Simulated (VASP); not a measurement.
Write the native input for VASP 6.6.1 that does the following.

* Task: single point
* Functional: revPBE
* Potentials or basis: VASP PAW PBE potentials, release 64 (Re)
* Cutoff: 520 eV
* k mesh: 9 × 9 × 13
* Occupations: fermi-dirac, width 0.1 eV
* Spin: no spin polarisation
* Dipole correction: no
* Further INCAR settings: ALGO = Normal; EDIFF = 1e-06; NBANDS = 18

The structure of Re lies in POSCAR:

```
Re
1.0
    4.2081690975      0.0000000000      0.0000000000
   -2.1040845488      3.6443813419      0.0000000000
    0.0000000000      0.0000000000      2.6371753517
Re
3
Direct
    0.0000000000      0.0000000000      1.0000000000
    0.3333333333      0.6666666667      0.5000000000
    0.6666666667      0.3333333333      0.5000000000
```

This cell differs from its parent crystal: volume scaled by 0.88.

One way to write it, as run:

INCAR

```
SYSTEM = Re
ALGO = Normal
EDIFF = 1E-6
ENCUT = 520
GGA = RE
ISIF = 2
ISMEAR = -1
LASPH = .TRUE.
LCHARG = .FALSE.
LREAL = .FALSE.
LWAVE = .FALSE.
NBANDS = 18
NELM = 60
PREC = Accurate
SIGMA = 0.1
```

KPOINTS

```
k-points
0
G
  9 9 13
  0 0 0
```

Potentials or basis: VASP PAW PBE potentials, release 64 (Re).

Launch:

```bash
$ cat potpaw_PBE.64/Re/POTCAR > POTCAR
$ mpirun -np 1 vasp_std > vasp.out
```

Results of the run:

```yaml
Pressure: 57.4 GPa
```

Caveat: the PAW data sets were made with another functional, which shifts forces and pressure a little.

It took 22 s on 1 thread of Intel(R) Xeon(R) 6975P-C (Granite Rapids), on a shared host, peak memory 0.18 GiB.
